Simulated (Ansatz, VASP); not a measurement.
## One calculation of F, two programs

Contents of INCAR:

```
  ALGO = Normal
  EDIFF = 1E-7
  EDIFFG = -0.01
  ENCUT = 600
  GGA = PE
  GGA_COMPAT = F
  IBRION = 2
  ISIF = 3
  ISMEAR = 0
  LASPH = T
  LCHARG = F
  LREAL = F
  LWAVE = F
  NELM = 120
  NELMIN = 4
  NSW = 100
  PREC = Accurate
  SIGMA = 0.02
```

KPOINTS

```
k-points
0
Gamma
  8 8 4
```

Contents of POSCAR:

```
F
1.0
    3.1705173465     -1.8885337590      0.0000000000
    3.1705173465      1.8885337590      0.0000000000
    0.0000000000      0.0000000000      6.8064356986
F
4
Direct
    0.9139933440      0.0860066560      0.0925004340
    0.5860066560      0.4139933440      0.5925004340
    0.4139933440      0.5860066560      0.4074995660
    0.0860066560      0.9139933440      0.9074995660
```

Input for Ansatz:

```yaml
crystal:
  lattice:
    - [3.1705173465, -1.888533759, 0.0]
    - [3.1705173465, 1.888533759, 0.0]
    - [0.0, 0.0, 6.8064356986]
  atoms:
    - { symbol: F, position: [0.913993344, 0.086006656, 0.092500434] }
    - { symbol: F, position: [0.586006656, 0.413993344, 0.592500434] }
    - { symbol: F, position: [0.413993344, 0.586006656, 0.407499566] }
    - { symbol: F, position: [0.086006656, 0.913993344, 0.907499566] }
basis:
  ecutwfc: 420
kpoints:
  mp_grid: { grid: [8, 8, 4] }
hamiltonian:
  xc: pbe
scf:
  occupations: { method: gaussian, width: 0.02 }
output:
  forces: true
  stress: true
  eigenvalues: true
relax:
  adjacent_minimum: "off"
  f_tol: 0.01
  max_steps: 80
  cell: { stress_tol: 0.05 }
```

Alike in both runs: task relaxation of cell and atoms; functional PBE; k mesh 8 × 8 × 4; occupations gaussian, width 0.02 eV; no spin polarisation.

|  | VASP | Ansatz |
| --- | --- | --- |
| version | VASP 6.6.1 | Ansatz 0.2.0 |
| potentials or method | VASP PAW PBE potentials, release 64 (F), cutoff 600 eV | scalar-relativistic, plane waves, PAW |
| valence electrons in the cell | 28 | 28 |

```tsv
	VASP	Ansatz	Ansatz less VASP
gap on the k mesh at the Fermi level, each at its own relaxed structure (eV)	2.83	3.16	+0.335
relaxed volume (Å³/atom)	16.39	20.38	+3.990
relaxed length of the cell vector where the two differ most in proportion (Å)	3.333	3.690	+0.3573
```

One of these differences is far larger than is usual between the two programs; its cause wasn't traced.

Noted on VASP's run: the volume moved by over 15 % at a fixed basis, so the end points are rough.
